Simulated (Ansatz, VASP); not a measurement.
**CsPbBr3 in VASP and in Ansatz**

```
Pb Cs Br
1.0
     5.87000    0.00000    0.00000
     0.00000    5.87000    0.00000
     0.00000    0.00000    5.87000
Pb Cs Br
1 1 3
Direct
  0.50000 0.50000 0.50000
  0.00000 0.00000 0.00000
  0.50000 0.50000 0.00000
  0.50000 0.00000 0.50000
  0.00000 0.50000 0.50000
```

Alike in both runs: task relaxation of the atoms; functional PBEsol; k mesh 4 × 4 × 4; occupations fermi-dirac, width 0.05 eV; no spin polarisation.

|  | VASP | Ansatz |
| --- | --- | --- |
| version | VASP 6.6.1 | Ansatz 0.2.0 |
| potentials or method | VASP PAW PBE potentials, release 64 (Pb_d, Cs_sv, Br) | Ansatz PAW |
| plane-wave cutoff (eV) | 450 | 420 |
| valence electrons in the cell | 44 | 44 |

|  | VASP | Ansatz | Ansatz less VASP |
| --- | --- | --- | --- |
| gap on the k mesh at the Fermi level, each at its own relaxed structure (eV) | 1.42 | 1.42 | -0.001 |

VASP's potentials were made for PBE, not for PBEsol.

Spin-orbit coupling is off throughout. Noted on VASP's run: the relaxation stopped at its first step, so nothing moved. Noted on Ansatz's run: the relaxation stopped at its first step, so nothing moved.
